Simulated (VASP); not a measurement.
# GaN (F-43m) in VASP: settings compared

The runs below take GaN through single point, with PBEsol, RPBE.

Everything below comes from runs of VASP 6.6.1. Logs are shortened: lines on timing, memory, paths and dates and some standing lists are left out, and cuts for length are marked.

## Step 1: The cell of the first run

It takes space group F-43m (No. 216, cubic). Conventional cell: a = 4.498 Å, b = 4.498 Å, c = 4.498 Å, α = 90.00°, β = 90.00°, γ = 90.00°. Within 2.6 Å of Ga (site symmetry -43m) lie 4 N at 1.95 Å. N (site symmetry -43m) has 4 Ga at 1.95 Å within 2.6 Å.

## Step 2: Single point, PBEsol

Contents of INCAR:

```
SYSTEM = GaN
PREC = Accurate
ENCUT = 520
EDIFF = 1E-7
ISMEAR = 0
SIGMA = 0.01
LREAL = .False.
LASPH = .True.
NELM = 60
ALGO = Normal
ISIF = 2
LWAVE = .False.
LCHARG = .False.
GGA = PS
NBANDS = 16
```

Contents of KPOINTS:

```
regular mesh
0
Gamma
  7 7 7
  0 0 0
```

Contents of POSCAR:

```
GaN
1.0
    0.0000000000      2.2488559416      2.2488559416
    2.2488559416      0.0000000000      2.2488559416
    2.2488559416      2.2488559416      0.0000000000
Ga N
1 1
Direct
    0.0000000000      0.0000000000      0.0000000000
    0.7500000000      0.7500000000      0.7500000000
```

Potentials or basis: VASP PAW PBE potentials, release 64 (Ga_d, N).

Command:

```console
cat potpaw_PBE.64/Ga_d/POTCAR potpaw_PBE.64/N/POTCAR > POTCAR
mpirun -np 1 vasp_std > vasp.out
```

OUTCAR:

```text
SYSTEM = GaN
   PREC = Accurate
   ENCUT = 520
   EDIFF = 1E-7
   ISMEAR = 0
   LREAL = .False.
   LASPH = .True.
   NELM = 60
   ISIF = 2
   GGA = PS

 ion  position               nearest neighbor table
   1  0.000  0.000  0.000-   2 1.95   2 1.95   2 1.95   2 1.95
   2  0.750  0.750  0.750-   1 1.95   1 1.95   1 1.95   1 1.95

  LATTYP: Found a face centered cubic cell.
 ALAT       =     4.4977118832

  Lattice vectors:

 A1 = (   0.0000000000,   2.2488559416,   2.2488559416)
 A2 = (   2.2488559416,   0.0000000000,   2.2488559416)
 A3 = (   2.2488559416,   2.2488559416,   0.0000000000)

Analysis of symmetry for initial positions (statically):
=====================================================================
 Subroutine PRICEL returns:
 Original cell was already a primitive cell.

 Routine SETGRP: Setting up the symmetry group for a
 face centered cubic supercell.

 Subroutine GETGRP returns: Found 24 space group operations
 (whereof 24 operations were pure point group operations)
 out of a pool of 48 trial point group operations.

The static configuration has the point symmetry T_d .

Analysis of symmetry for dynamics (positions and initial velocities):
=====================================================================
 Subroutine PRICEL returns:
 Original cell was already a primitive cell.

 Routine SETGRP: Setting up the symmetry group for a
 face centered cubic supercell.

 Subroutine GETGRP returns: Found 24 space group operations
 (whereof 24 operations were pure point group operations)
 out of a pool of 48 trial point group operations.

The dynamic configuration has the point symmetry T_d .

 Subroutine INISYM returns: Found 24 space group operations
 (whereof 24 operations are pure point group operations),
 and found     1 'primitive' translations

----------------------------------------------------------------------------------------

                                     Primitive cell

  volume of cell :      22.7465

  direct lattice vectors                    reciprocal lattice vectors
     0.000000000  2.248855942  2.248855942    -0.222335273  0.222335273  0.222335273
     2.248855942  0.000000000  2.248855942     0.222335273 -0.222335273  0.222335273
     2.248855942  2.248855942  0.000000000     0.222335273  0.222335273 -0.222335273

  length of vectors
     3.180362572  3.180362572  3.180362572     0.385095989  0.385095989  0.385095989

[... 74 lines left out ...]
   NELM   =     60;   NELMIN=  2; NELMDL= -5     # of ELM steps
   EDIFF  = 0.1E-06   stopping-criterion for ELM
   LREAL  =      F    real-space projection
   EDIFFG = 0.1E-05   stopping-criterion for IOM
   NSW    =      0    number of steps for IOM
   IBRION =     -1    ionic relax: 0-MD 1-quasi-New 2-CG
   NFREE  =      0    steps in history (QN), initial steepest desc. (CG)
   ISIF   =      2    stress and relaxation
   ISYM   =      2    0-nonsym 1-usesym 2-fastsym
   POTIM  = 0.5000    time-step for ionic-motion
   TEBEG  =    0.0;   TEEND  =   0.0 temperature during run
   PSTRESS=    0.0 pullay stress
   NELECT =      18.0000    total number of electrons
   NUPDOWN=      -1.0000    fix difference up-down
   EMIN   =  10.00;   EMAX   =-10.00  energy-range for DOS
   EFERMI =   0.00;   METHOD = LEGACY
   ISMEAR =     0;   SIGMA  =   0.01  broadening in eV -4-tet -1-fermi 0-gaus
   EFERMI_NEDOS =   21; number of points for ismear=-14 and -15
   IALGO  =     38    algorithm
   IMIX   =      4    mixing-type and parameters
     AMIX     =   0.40;   BMIX     =  1.00
     AMIX_MAG =   1.60;   BMIX_MAG =  1.00
  volume/ion in A,a.u.               =      11.37        76.75
  Fermi-wavevector in a.u.,A,eV,Ry     =   1.514238  2.861494 31.197010  2.292916
  Thomas-Fermi vector in A             =   2.623922
   LORBIT       =      0    0 simple, 1 ext, 2 COOP (PROOUT), +10 PAW based schemes
   GGA     = PS    functional components
   LHFCALC =     F    Hartree Fock is set to
   AEXX    =    0.0000 exact exchange contribution
   IVDW    =     0    specifies the selected vdW correction
   LEPSILON=     F    determine dielectric tensor
   LRPA    =     F    only Hartree local field effects (RPA)
 non-spin polarized calculation
 Gauss-broadening in eV      SIGMA  =   0.01
  energy-cutoff  :      520.00
  volume of cell :       22.75
 maximum number of plane-waves:       623
   NGX = 11   NGY = 11   NGZ = 11

 number of electron      18.0000009 magnetization

 Free energy of the ion-electron system (eV)
  ---------------------------------------------------
  ext. energy  EPLUGINS =         0.00000000
  ---------------------------------------------------
  free energy    TOTEN  =       -13.12105867 eV

  energy without entropy =      -13.12105867  energy(sigma->0) =      -13.12105867

 E-fermi :   5.2948     XC(G=0): -11.9349

 val. band max:        5.2188015843   @ k =   0.0000   0.0000   0.0000
 cond. band min:       6.9405502964   @ k =   0.0000   0.0000   0.0000
 fundamental gap:      1.7217487121
 Fermi energy:         5.2947543357

 k-point     1 :       0.0000    0.0000    0.0000
  band No.  band energies     occupation
      1     -10.7671      2.00000
      2      -8.1915      2.00000
      3      -8.1915      2.00000
      4      -8.1915      2.00000
      5      -7.8602      2.00000
      6      -7.8602      2.00000
[... 357 lines left out ...]
      3      -7.9916      2.00000
      4      -7.8727      2.00000
      5      -7.8413      2.00000
      6      -5.9558      2.00000
[... 8 lines left out ...]
     15      24.4343      0.00000
     16      28.6115      0.00000

------------------------ aborting loop because EDIFF is reached ----------------------------------------

  FORCE on cell =-STRESS in cart. coord.  units (eV):
  Direction    XX          YY          ZZ          XY          YZ          ZX
  --------------------------------------------------------------------------------------
  -------------------------------------------------------------------------------------
  Total       -0.0266213     -0.0266213     -0.0266213     -0.0000000      0.0000000     -0.0000000
  in kB       -1.8751022     -1.8751022     -1.8751022     -0.0000000      0.0000000     -0.0000000
  external PRESSURE =      -1.8751022 kB  Pullay stress =       0.0000000 kB

 VOLUME and BASIS-vectors are now :
 -----------------------------------------------------------------------------
  energy-cutoff  :      520.00
  volume of cell :       22.75
      direct lattice vectors                 reciprocal lattice vectors
     0.000000000  2.248855942  2.248855942    -0.222335273  0.222335273  0.222335273
     2.248855942  0.000000000  2.248855942     0.222335273 -0.222335273  0.222335273
     2.248855942  2.248855942  0.000000000     0.222335273  0.222335273 -0.222335273

 POSITION                                       TOTAL-FORCE (eV/Angst)
 -----------------------------------------------------------------------------------
      0.00000      0.00000      0.00000         0.000000      0.000000      0.000000
      3.37328      3.37328      3.37328        -0.000000     -0.000000     -0.000000
 -----------------------------------------------------------------------------------
    total drift:                               -0.000001     -0.000001     -0.000001

  FREE ENERGIE OF THE ION-ELECTRON SYSTEM (eV)
  ---------------------------------------------------
  free  energy   TOTEN  =       -13.1210586672 eV

  energy  without entropy=      -13.1210586672  energy(sigma->0) =      -13.12105867
```

It took 7.2 s on 1 thread of Intel Xeon Platinum 8259CL at 2.50GHz (Skylake/Cascade Lake), shared host; peak memory 0.14 GiB.

What came out:

| Quantity | Value |
| --- | --- |
| Free energy | -13.1211 eV |
| Pressure | -0.2 GPa |
| Band gap on the k mesh | 1.72 eV, direct |

Levels at points of the mesh, in eV from the valence-band top:
```csv
k point,band 7,band 8,band 9,band 10,band 11,band 12
"(0.00, 0.00, 0.00)",0.00,0.00,0.00,1.72,10.24,10.24
```

Caveat: the PAW data sets were made with another functional, which shifts forces and pressure a little. As with any semilocal functional, this PBEsol gap is likely too small.

## Step 3: Single point, RPBE

This run uses another cell than the first one, of 12.04 Å³/atom, 1.059 times its volume.

Contents of INCAR:

```
PREC = Accurate
ENCUT = 520
EDIFF = 1E-6
ISMEAR = 0
SIGMA = 0.01
LREAL = False
LASPH = True
NELM = 80
ALGO = Normal
ISIF = 2
LWAVE = False
LCHARG = False
GGA = RP
NBANDS = 16
```

Contents of KPOINTS:

```
Automatic mesh
0
Gamma
  7 7 7
```

Contents of POSCAR:

```
GaN
1.0
    0.0000000000      2.2919336666      2.2919336666
    2.2919336666      0.0000000000      2.2919336666
    2.2919336666      2.2919336666      0.0000000000
Ga N
1 1
Direct
    0.0000000000      0.0000000000      0.0000000000
    0.7500000000      0.7500000000      0.7500000000
```

Potentials or basis: VASP PAW PBE potentials, release 64 (Ga_d, N).

Command:

```console
cat potpaw_PBE.64/Ga_d/POTCAR potpaw_PBE.64/N/POTCAR > POTCAR
mpirun -np 1 vasp_std > vasp.out
```

OUTCAR:

```text
PREC = Accurate
   ENCUT = 520
   EDIFF = 1E-6
   ISMEAR = 0
   LREAL = False
   LASPH = True
   NELM = 80
   ISIF = 2
   GGA = RP

 ion  position               nearest neighbor table
   1  0.000  0.000  0.000-   2 1.98   2 1.98   2 1.98   2 1.98
   2  0.750  0.750  0.750-   1 1.98   1 1.98   1 1.98   1 1.98

  LATTYP: Found a face centered cubic cell.
 ALAT       =     4.5838673332

  Lattice vectors:

 A1 = (   0.0000000000,   2.2919336666,   2.2919336666)
 A2 = (   2.2919336666,   0.0000000000,   2.2919336666)
 A3 = (   2.2919336666,   2.2919336666,   0.0000000000)

Analysis of symmetry for initial positions (statically):
=====================================================================
 Subroutine PRICEL returns:
 Original cell was already a primitive cell.

 Routine SETGRP: Setting up the symmetry group for a
 face centered cubic supercell.

 Subroutine GETGRP returns: Found 24 space group operations
 (whereof 24 operations were pure point group operations)
 out of a pool of 48 trial point group operations.

The static configuration has the point symmetry T_d .

Analysis of symmetry for dynamics (positions and initial velocities):
=====================================================================
 Subroutine PRICEL returns:
 Original cell was already a primitive cell.

 Routine SETGRP: Setting up the symmetry group for a
 face centered cubic supercell.

 Subroutine GETGRP returns: Found 24 space group operations
 (whereof 24 operations were pure point group operations)
 out of a pool of 48 trial point group operations.

The dynamic configuration has the point symmetry T_d .

 Subroutine INISYM returns: Found 24 space group operations
 (whereof 24 operations are pure point group operations),
 and found     1 'primitive' translations

----------------------------------------------------------------------------------------

                                     Primitive cell
[... 103 lines left out ...]
   IALGO  =     38    algorithm
   IMIX   =      4    mixing-type and parameters
     AMIX     =   0.40;   BMIX     =  1.00
     AMIX_MAG =   1.60;   BMIX_MAG =  1.00
  volume/ion in A,a.u.               =      12.04        81.25
  Fermi-wavevector in a.u.,A,eV,Ry     =   1.485777  2.807711 30.035313  2.207533
  Thomas-Fermi vector in A             =   2.599146
   LORBIT       =      0    0 simple, 1 ext, 2 COOP (PROOUT), +10 PAW based schemes
   GGA     = RP    functional components
   LHFCALC =     F    Hartree Fock is set to
   AEXX    =    0.0000 exact exchange contribution
   IVDW    =     0    specifies the selected vdW correction
   LEPSILON=     F    determine dielectric tensor
   LRPA    =     F    only Hartree local field effects (RPA)
 non-spin polarized calculation
 Gauss-broadening in eV      SIGMA  =   0.01
  energy-cutoff  :      520.00
  volume of cell :       24.08
 maximum number of plane-waves:       658
   NGX = 13   NGY = 13   NGZ = 13

 number of electron      17.9999983 magnetization

 Free energy of the ion-electron system (eV)
  ---------------------------------------------------
  ext. energy  EPLUGINS =         0.00000000
  ---------------------------------------------------
  free energy    TOTEN  =       -11.33451479 eV

  energy without entropy =      -11.33451479  energy(sigma->0) =      -11.33451479

 E-fermi :   5.0287     XC(G=0): -11.1993

 val. band max:        4.8837709247   @ k =   0.0000   0.0000   0.0000
 cond. band min:       6.3340337559   @ k =   0.0000   0.0000   0.0000
 fundamental gap:      1.4502628312
 Fermi energy:         5.0287482515

 k-point     1 :       0.0000    0.0000    0.0000
  band No.  band energies     occupation
      1     -10.6702      2.00000
      2      -8.5367      2.00000
      3      -8.5367      2.00000
      4      -8.5367      2.00000
      5      -8.2658      2.00000
      6      -8.2658      2.00000
[... 357 lines left out ...]
      3      -8.3700      2.00000
      4      -8.2745      2.00000
      5      -8.2482      2.00000
      6      -6.4477      2.00000
[... 8 lines left out ...]
     15      23.7955      0.00000
     16      27.4698      0.00000

------------------------ aborting loop because EDIFF is reached ----------------------------------------

  FORCE on cell =-STRESS in cart. coord.  units (eV):
  Direction    XX          YY          ZZ          XY          YZ          ZX
  --------------------------------------------------------------------------------------
  -------------------------------------------------------------------------------------
  Total       -0.0095321     -0.0095321     -0.0095321     -0.0000000     -0.0000000     -0.0000000
  in kB       -0.6342521     -0.6342521     -0.6342521     -0.0000000     -0.0000000     -0.0000000
  external PRESSURE =      -0.6342521 kB  Pullay stress =       0.0000000 kB

 VOLUME and BASIS-vectors are now :
 -----------------------------------------------------------------------------
  energy-cutoff  :      520.00
  volume of cell :       24.08
      direct lattice vectors                 reciprocal lattice vectors
     0.000000000  2.291933667  2.291933667    -0.218156401  0.218156401  0.218156401
     2.291933667  0.000000000  2.291933667     0.218156401 -0.218156401  0.218156401
     2.291933667  2.291933667  0.000000000     0.218156401  0.218156401 -0.218156401

 POSITION                                       TOTAL-FORCE (eV/Angst)
 -----------------------------------------------------------------------------------
      0.00000      0.00000      0.00000         0.000000      0.000000      0.000000
      3.43790      3.43790      3.43790        -0.000000     -0.000000     -0.000000
 -----------------------------------------------------------------------------------
    total drift:                               -0.000001     -0.000001     -0.000001

  FREE ENERGIE OF THE ION-ELECTRON SYSTEM (eV)
  ---------------------------------------------------
  free  energy   TOTEN  =       -11.3345147910 eV

  energy  without entropy=      -11.3345147910  energy(sigma->0) =      -11.33451479
```

OSZICAR:

```text
N       E                     dE             d eps       ncg     rms          rms(c)
DAV:   1     0.798914421907E+02    0.79891E+02   -0.93594E+03   720   0.201E+03
DAV:   2    -0.733216470667E+01   -0.87224E+02   -0.81279E+02   720   0.320E+02
DAV:   3    -0.131563280998E+02   -0.58242E+01   -0.58030E+01   744   0.695E+01
DAV:   4    -0.132282621937E+02   -0.71934E-01   -0.71921E-01   832   0.828E+00
DAV:   5    -0.132293611776E+02   -0.10990E-02   -0.10990E-02   736   0.910E-01    0.756E+00
DAV:   6    -0.113212334851E+02    0.19081E+01   -0.48569E+00   976   0.375E+01    0.271E+00
DAV:   7    -0.113341689213E+02   -0.12935E-01   -0.30164E-01   680   0.661E+00    0.179E+00
DAV:   8    -0.113385532344E+02   -0.43843E-02   -0.63043E-02   680   0.330E+00    0.841E-01
DAV:   9    -0.113339212617E+02    0.46320E-02   -0.13913E-02   952   0.262E+00    0.231E-01
DAV:  10    -0.113346256819E+02   -0.70442E-03   -0.18944E-03   688   0.552E-01    0.135E-01
DAV:  11    -0.113345038715E+02    0.12181E-03   -0.33126E-04   880   0.289E-01    0.129E-02
DAV:  12    -0.113345151845E+02   -0.11313E-04   -0.52169E-05   704   0.629E-02    0.118E-02
DAV:  13    -0.113345147910E+02    0.39351E-06   -0.10808E-06   696   0.197E-02
   1 F= -.11334515E+02 E0= -.11334515E+02  d E =-.257481E-95
```

stdout:

```text
POSCAR found type information on POSCAR GaN
 POSCAR found :  2 types and       2 ions
 scaLAPACK will be used
 -----------------------------------------------------------------------------
|                                                                             |
|                                                                             |
|     You enforced a specific xc type in the INCAR file but a different       |
|     I HOPE YOU KNOW WHAT YOU ARE DOING!                                     |
|                                                                             |
 -----------------------------------------------------------------------------

 LDA part: xc-table for (Slater+PW92), standard interpolation
 POSCAR, INCAR and KPOINTS ok, starting setup
 FFT: planning ... GRIDC
 FFT: planning ... GRID_SOFT
 FFT: planning ... GRID
 WAVECAR not read
 entering main loop
```

Wall time 10 s (1 thread of Intel Xeon Platinum 8259CL at 2.50GHz (Skylake/Cascade Lake), shared host); peak memory 0.14 GiB.

Results:

| Quantity | Value |
| --- | --- |
| Free energy | -11.3345 eV |
| Pressure | -0.1 GPa |
| Band gap on the k mesh | 1.45 eV, direct |

Caveat: the PAW data sets were made with another functional, which shifts forces and pressure a little. A hybrid or GW would open this gap; RPBE tends to underestimate it.
